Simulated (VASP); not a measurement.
# TiTe2 (P-3m1) in VASP: further runs

Aim: see how the results for TiTe2 move with the level of theory and the settings. Levels: PBE+D3(BJ), PBE, r2SCAN. Tasks: single point.

Everything below comes from runs of VASP 6.6.1. Logs are shortened: lines on timing, memory, paths and dates and some standing lists are left out, and cuts for length are marked.

### 1 The cell of the first run

The structure is trigonal, space group P-3m1 (No. 164). Conventional cell: a = 3.777 Å, b = 3.777 Å, c = 6.498 Å, α = 90.00°, β = 90.00°, γ = 120.00°. Within 3.7 Å of Te (site symmetry 3m) lie 3 Ti at 2.77 Å. Within 3.7 Å of Ti (site symmetry -3m) lie 6 Te at 2.77 Å.

### 2 Single point, PBE+D3(BJ)

Contents of INCAR:

```
ALGO = Normal
EDIFF = 1E-6
ENCUT = 520
GGA = PE
ISIF = 2
ISMEAR = -1
IVDW = 12
LASPH = True
LCHARG = True
LELF = True
LREAL = False
LVHAR = True
LWAVE = False
NBANDS = 19
NELM = 80
PREC = Accurate
SIGMA = 0.05
```

Contents of KPOINTS:

```
k-points
0
Gamma
  8 8 4
```

Contents of POSCAR:

```
TiTe2
1.0
    3.7770000000      0.0000000000      0.0000000000
   -1.8885000000      3.2709779501      0.0000000000
    0.0000000000      0.0000000000      6.4980000000
Te Ti
2 1
Direct
    0.3333333333      0.6666666667      0.7372000000
    0.6666666667      0.3333333333      0.2628000000
    0.0000000000      0.0000000000      0.0000000000
```

Potentials or basis: VASP PAW PBE potentials, release 64 (Te, Ti_sv).

Launch:

```sh
$ cat potpaw_PBE.64/Te/POTCAR potpaw_PBE.64/Ti_sv/POTCAR > POTCAR
$ mpirun -np 1 vasp_std > vasp.out
```

OUTCAR:

```text
EDIFF = 1E-6
   ENCUT = 520
   GGA = PE
   ISIF = 2
   ISMEAR = -1
   IVDW = 12
   LASPH = True
   LREAL = False
   NELM = 80
   PREC = Accurate
 IVDW          = 12

 ion  position               nearest neighbor table
   1  0.333  0.667  0.737-   3 2.77   3 2.77   3 2.77
   2  0.667  0.333  0.263-   3 2.77   3 2.77   3 2.77
   3  0.000  0.000  0.000-   1 2.77   2 2.77   2 2.77   1 2.77   2 2.77   1 2.77

  LATTYP: Found a hexagonal cell.
 ALAT       =     3.7770000000
 C/A-ratio  =     1.7204130262

  Lattice vectors:

 A1 = (   3.7770000000,   0.0000000000,   0.0000000000)
 A2 = (  -1.8885000000,   3.2709779501,   0.0000000000)
 A3 = (   0.0000000000,   0.0000000000,   6.4980000000)

Analysis of symmetry for initial positions (statically):
=====================================================================
 Subroutine PRICEL returns:
 Original cell was already a primitive cell.

 Routine SETGRP: Setting up the symmetry group for a
 hexagonal supercell.

 Subroutine GETGRP returns: Found 12 space group operations
 (whereof 12 operations were pure point group operations)
 out of a pool of 24 trial point group operations.

The static configuration has the point symmetry D_3d.

Analysis of symmetry for dynamics (positions and initial velocities):
=====================================================================
 Subroutine PRICEL returns:
 Original cell was already a primitive cell.

 Routine SETGRP: Setting up the symmetry group for a
 hexagonal supercell.

 Subroutine GETGRP returns: Found 12 space group operations
 (whereof 12 operations were pure point group operations)
 out of a pool of 24 trial point group operations.

The dynamic configuration has the point symmetry D_3d.

 Subroutine INISYM returns: Found 12 space group operations
 (whereof 12 operations are pure point group operations),
 and found     1 'primitive' translations

----------------------------------------------------------------------------------------

                                     Primitive cell

  volume of cell :      80.2794

  direct lattice vectors                    reciprocal lattice vectors
     3.777000000  0.000000000  0.000000000     0.264760392  0.152859484  0.000000000
    -1.888500000  3.270977950  0.000000000     0.000000000  0.305718967  0.000000000
     0.000000000  0.000000000  6.498000000     0.000000000  0.000000000  0.153893506

  length of vectors
     3.777000000  3.777000000  6.498000000     0.305718967  0.305718967  0.153893506

  position of ions in fractional coordinates (direct lattice)
     0.333333333  0.666666667  0.737200000
     0.666666667  0.333333333  0.262800000
     0.000000000  0.000000000  0.000000000

  ion indices of the primitive-cell ions
   primitive index   ion index
                 1           1
                 2           2
                 3           3

----------------------------------------------------------------------------------------

 KPOINTS: k-points

Automatic generation of k-mesh.
 Grid dimensions read from file:
 generate k-points for:    8    8    4

 Generating k-lattice:

  Cartesian coordinates                     Fractional coordinates (reciprocal lattice)
     0.033095049  0.019107435  0.000000000     0.125000000 -0.000000000  0.000000000
     0.000000000  0.038214871  0.000000000     0.000000000  0.125000000  0.000000000
     0.000000000  0.000000000  0.038473376     0.000000000  0.000000000  0.250000000

  Length of vectors
     0.038214871  0.038214871  0.038473376

  Shift w.r.t. Gamma in fractional coordinates (k-lattice)
     0.000000000  0.000000000  0.000000000

 Subroutine IBZKPT returns following result:
 ===========================================

 Found     35 irreducible k-points:

 Following reciprocal coordinates:
            Coordinates               Weight
  0.000000  0.000000  0.000000      1.000000
  0.125000  0.000000  0.000000      6.000000
  0.250000  0.000000  0.000000      6.000000
  0.375000  0.000000  0.000000      6.000000
  0.500000  0.000000  0.000000      3.000000
  0.125000  0.125000  0.000000      6.000000
[... 16 lines left out ...]
 -0.125000  0.500000  0.250000     12.000000
  0.250000  0.250000  0.250000     12.000000
 [... further k-points ...]
   k-points           NKPTS =     35   k-points in BZ     NKDIM =     35   number of bands    NBANDS=     19
   number of dos      NEDOS =    301   number of ions     NIONS =      3
   total plane-waves  NPLWV =  37632
   dimension x,y,z NGX =    28 NGY =   28 NGZ =   48
   dimension x,y,z NGXF=    56 NGYF=   56 NGZF=   96
   ions per type =               2   1
   NGX,Y,Z   is equivalent  to a cutoff of  12.32, 12.32, 12.28 a.u.
   NGXF,Y,Z  is equivalent  to a cutoff of  24.65, 24.65, 24.56 a.u.
 SYSTEM =  unknown system
   PREC   = accura    normal or accurate (medium, high low for compatibility)
   ISTART =      0    job   : 0-new  1-cont  2-samecut
   ICHARG =      2    charge: 1-file 2-atom 10-const
   ISPIN  =      1    spin polarized calculation?
   LNONCOLLINEAR =      F non collinear calculations
   LSORBIT =      F    spin-orbit coupling
   LASPH  =      T    aspherical Exc in radial PAW
   ENCUT  =  520.0 eV  38.22 Ry    6.18 a.u.   7.02  7.02 12.08*2*pi/ulx,y,z
   NELM   =     80;   NELMIN=  2; NELMDL= -5     # of ELM steps
   EDIFF  = 0.1E-05   stopping-criterion for ELM
   LREAL  =      F    real-space projection
   EDIFFG = 0.1E-04   stopping-criterion for IOM
   NSW    =      0    number of steps for IOM
   IBRION =     -1    ionic relax: 0-MD 1-quasi-New 2-CG
   NFREE  =      0    steps in history (QN), initial steepest desc. (CG)
   ISIF   =      2    stress and relaxation
   ISYM   =      2    0-nonsym 1-usesym 2-fastsym
   POTIM  = 0.5000    time-step for ionic-motion
   TEBEG  =    0.0;   TEEND  =   0.0 temperature during run
   PSTRESS=    0.0 pullay stress
   NELECT =      24.0000    total number of electrons
   NUPDOWN=      -1.0000    fix difference up-down
   EMIN   =  10.00;   EMAX   =-10.00  energy-range for DOS
   EFERMI =   0.00;   METHOD = LEGACY
   ISMEAR =    -1;   SIGMA  =   0.05  broadening in eV -4-tet -1-fermi 0-gaus
   EFERMI_NEDOS =   21; number of points for ismear=-14 and -15
   IALGO  =     38    algorithm
   IMIX   =      4    mixing-type and parameters
     AMIX     =   0.40;   BMIX     =  1.00
     AMIX_MAG =   1.60;   BMIX_MAG =  1.00
  volume/ion in A,a.u.               =      26.76       180.58
  Fermi-wavevector in a.u.,A,eV,Ry     =   1.094655  2.068597 16.303438  1.198269
  Thomas-Fermi vector in A             =   2.230964
   LORBIT       =      0    0 simple, 1 ext, 2 COOP (PROOUT), +10 PAW based schemes
   GGA     = PE    functional components
   LHFCALC =     F    Hartree Fock is set to
   AEXX    =    0.0000 exact exchange contribution
   IVDW    =    12    specifies the selected vdW correction
   LEPSILON=     F    determine dielectric tensor
   LRPA    =     F    only Hartree local field effects (RPA)
 non-spin polarized calculation
  energy-cutoff  :      520.00
  volume of cell :       80.28
 maximum number of plane-waves:      2176
   NGX = 13   NGY = 13   NGZ = 25

 number of electron      23.9999998 magnetization

 Free energy of the ion-electron system (eV)
  ---------------------------------------------------
  ext. energy  EPLUGINS =         0.00000000
  ---------------------------------------------------
  free energy    TOTEN  =       -16.21542806 eV

  energy without entropy =      -16.20399195  energy(sigma->0) =      -16.20971000

 E-fermi :   6.8081     XC(G=0):  -9.8601

 val. band max:        6.7893021049   @ k =   0.1250   0.0000   0.2500
 cond. band min:       6.8397004731   @ k =   0.5000   0.0000   0.0000
 fundamental gap:      0.0503983683
 Fermi energy:         6.8081323694

 k-point     1 :       0.0000    0.0000    0.0000
  band No.  band energies     occupation
      1     -50.6633      2.00000
      2     -26.9197      2.00000
      3     -26.9197      2.00000
      4     -26.8833      2.00000
      5      -5.5824      2.00000
      6      -4.0796      2.00000
[... 11 lines left out ...]
     18      11.9236      0.00000
     19      12.7567      0.00000

 k-point     2 :       0.1250    0.0000    0.0000
  band No.  band energies     occupation
      1     -50.6629      2.00000
      2     -26.9259      2.00000
      3     -26.9211      2.00000
      4     -26.8819      2.00000
      5      -5.4108      2.00000
      6      -3.9922      2.00000
[... 11 lines left out ...]
     18      12.8249      0.00000
     19      13.5119      0.00000

 k-point     3 :       0.2500    0.0000    0.0000
  band No.  band energies     occupation
      1     -50.6619      2.00000
      2     -26.9406      2.00000
      3     -26.9245      2.00000
      4     -26.8785      2.00000
      5      -4.9317      2.00000
      6      -3.7747      2.00000
[... 11 lines left out ...]
     18      12.5732      0.00000
     19      13.3598      0.00000

 k-point     4 :       0.3750    0.0000    0.0000
  band No.  band energies     occupation
      1     -50.6608      2.00000
      2     -26.9553      2.00000
      3     -26.9279      2.00000
      4     -26.8751      2.00000
      5      -4.2810      2.00000
      6      -3.5853      2.00000
[... 407 lines left out ...]
     18      11.9257      0.00000
     19      12.8287      0.00000

 k-point    23 :      -0.1250    0.5000    0.2500
  band No.  band energies     occupation
      1     -50.6604      2.00000
      2     -26.9580      2.00000
      3     -26.9327      2.00000
      4     -26.8736      2.00000
      5      -3.8215      2.00000
      6      -3.6423      2.00000
[... 11 lines left out ...]
     18      11.6431      0.00000
     19      13.1244      0.00000

 k-point    24 :       0.2500    0.2500    0.2500
  band No.  band energies     occupation
      1     -50.6604      2.00000
      2     -26.9534      2.00000
      3     -26.9374      2.00000
      4     -26.8737      2.00000
      5      -3.9109      2.00000
      6      -3.5616      2.00000
[... 11 lines left out ...]
     18      12.0875      0.00000
     19      12.8456      0.00000

 [... further k-points ...]

------------------------ aborting loop because EDIFF is reached ----------------------------------------

 Edisp (eV)   -1.47475

 E8    (eV) :    -0.6840

  FORCE on cell =-STRESS in cart. coord.  units (eV):
  Direction    XX          YY          ZZ          XY          YZ          ZX
  --------------------------------------------------------------------------------------
  -------------------------------------------------------------------------------------
  Total      -1.11858    -1.11858    -0.84998     0.00000     0.00000    -0.00000
  in kB     -22.32407   -22.32407   -16.96345     0.00000     0.00000    -0.00000
  external pressure =      -20.54 kB  Pullay stress =        0.00 kB

 VOLUME and BASIS-vectors are now :
 -----------------------------------------------------------------------------
  energy-cutoff  :      520.00
  volume of cell :       80.28
      direct lattice vectors                 reciprocal lattice vectors
     3.777000000  0.000000000  0.000000000     0.264760392  0.152859484  0.000000000
    -1.888500000  3.270977950  0.000000000     0.000000000  0.305718967  0.000000000
     0.000000000  0.000000000  6.498000000     0.000000000  0.000000000  0.153893506

 POSITION                                       TOTAL-FORCE (eV/Angst)
 -----------------------------------------------------------------------------------
     -0.00000      2.18065      4.79033         0.000000     -0.000000     -0.027253
      1.88850      1.09033      1.70767        -0.000000      0.000000      0.027253
      0.00000      0.00000      0.00000         0.000000      0.000000      0.000000
 -----------------------------------------------------------------------------------
    total drift:                                0.000000     -0.000000      0.000000

  FREE ENERGIE OF THE ION-ELECTRON SYSTEM (eV)
  ---------------------------------------------------
  free  energy   TOTEN  =       -17.6901798437 eV

  energy  without entropy=      -17.6787437322  energy(sigma->0) =      -17.68446179
```

It took 23 s on 1 thread of Intel Xeon 6975P-C (Granite Rapids), shared host; peak memory 0.22 GiB.

Results:

```yaml
Free_energy: -17.6902 eV
Pressure: -2.1 GPa
Largest_force: 0.027 eV/Å
Band_gap_on_the_k_mesh: zero (band 12 reaches 7.21 eV, above the bottom of band 13 at 6.55 eV)
Dispersion_energy_per_atom: -0.492 eV
```

Forces on the atoms (eV/Å):
```
Te   0.000  0.000 -0.027
Te   0.000  0.000  0.027
Ti   0.000  0.000  0.000
```

Caveat: three body term missing; spin-orbit coupling is left out, which moves the levels of the heavy elements.

(Continued in part 2 of 2.)
